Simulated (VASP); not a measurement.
**LiF: vibrations by perturbation theory with PBE**

Crystal: LiF.

```xyz
2
Lattice="0.0000 2.0340 2.0340 2.0340 0.0000 2.0340 2.0340 2.0340 0.0000" Properties=species:S:1:pos:R:3 pbc="T T T"
Li    0.0000    0.0000    0.0000
F     2.0340    2.0340    2.0340
```

| Item | Value |
| --- | --- |
| Program | VASP 6.6.1 |
| Task | vibrations by perturbation theory |
| Functional | PBE |
| Potentials or basis | VASP PAW PBE potentials, release 64 (Li_sv, F) |
| Cutoff | 520 eV |
| k mesh | 12 × 12 × 12 |
| Occupations | gaussian, width 0.01 eV |
| Spin | no spin polarisation |
| Dipole correction | no |
| Further INCAR settings | ALGO = Normal; EDIFF = 1e-08; NBANDS = 12; IBRION = 8; NSW = 1 |

```yaml
Electronic_dielectric_tensor_diagonal: 2.05
Born_charges_mean_of_the_diagonal: Li +1.05; F -1.05 e
Highest_phonon_frequency_at_Γ_LO-TO_splitting_left_out: 272 cm⁻¹
```

Phonon frequencies in cm⁻¹ (negative: imaginary):
```
              q point           frequencies
(0.000, 0.000, 0.000)  -1 -1 -1 272 272 272
```

Electronic dielectric tensor:
```
2.05 0.00 0.00
0.00 2.05 0.00
0.00 0.00 2.05
```

Born effective charge tensors (e):
atom 1, Li
```
1.05 0.00 0.00
0.00 1.05 0.00
0.00 0.00 1.05
```
atom 2, F
```
-1.05  0.00  0.00
 0.00 -1.05  0.00
 0.00  0.00 -1.05
```

Run time: 4.3 min on 1 thread of Intel(R) Xeon(R) Platinum 8259CL CPU @ 2.50GHz (Skylake/Cascade Lake) (shared host), peak memory 0.2 GiB.
